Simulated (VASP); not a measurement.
Here is a VASP 6.6.1 calculation.

File INCAR:

```
SYSTEM = DyGe3P
  PREC = Accurate
  ENCUT = 500
  EDIFF = 1E-6
  ISMEAR = 0
  SIGMA = 0.1
  LREAL = .False.
  LASPH = .True.
  NELM = 200
  ALGO = Normal
  ISIF = 2
  LWAVE = .False.
  LCHARG = .False.
  GGA = PE
  NBANDS = 36
  GGA_COMPAT = .False.
  LMAXMIX = 6
```

KPOINTS

```
Automatic mesh
0
Gamma
  4 4 4
  0 0 0
```

POSCAR

```
DyGe3P
1.0
    4.1424501200      0.0000000000      0.0000000000
    0.0000000000      4.1424501200      0.0000000000
    0.0000000000      0.0000000000      7.4052646800
Dy Ge P
1 3 1
Direct
    0.0000000000      0.0000000000      0.0000000000
    0.5000000000      0.5000000000      0.8346948300
    0.5000000000      0.5000000000      0.1653051700
    0.0000000000      0.0000000000      0.5000000000
    0.5000000000      0.5000000000      0.5000000000
```

Potentials or basis: VASP PAW PBE potentials, release 64 (Dy_3, Ge_d, P), 4f in core.

The run is started by

```sh
$ cat potpaw_PBE.64/Dy_3/POTCAR potpaw_PBE.64/Ge_d/POTCAR potpaw_PBE.64/P/POTCAR > POTCAR
$ mpirun -np 1 vasp_std > vasp.out
```

Problem. What does it give for the largest force?

Solution. 0.945 eV/Å.

Problem. Predict the pressure.

Solution. -6.6 GPa.

Forces on the atoms (eV/Å):
```
Dy   0.000  0.000  0.000
Ge   0.000  0.000 -0.945
Ge   0.000  0.000  0.945
Ge   0.000  0.000  0.000
P    0.000  0.000  0.000
```

Caveat: the k points lie up to 0.38 Å⁻¹ apart, too coarse for converged energies and pressures of a metal; spin-orbit coupling is left out, which moves the levels of the heavy elements; the 4f electrons are frozen in the core, so they carry no moment and show no levels. Spin polarisation is off, so any magnetic state and its effect on volume and gap are missing.
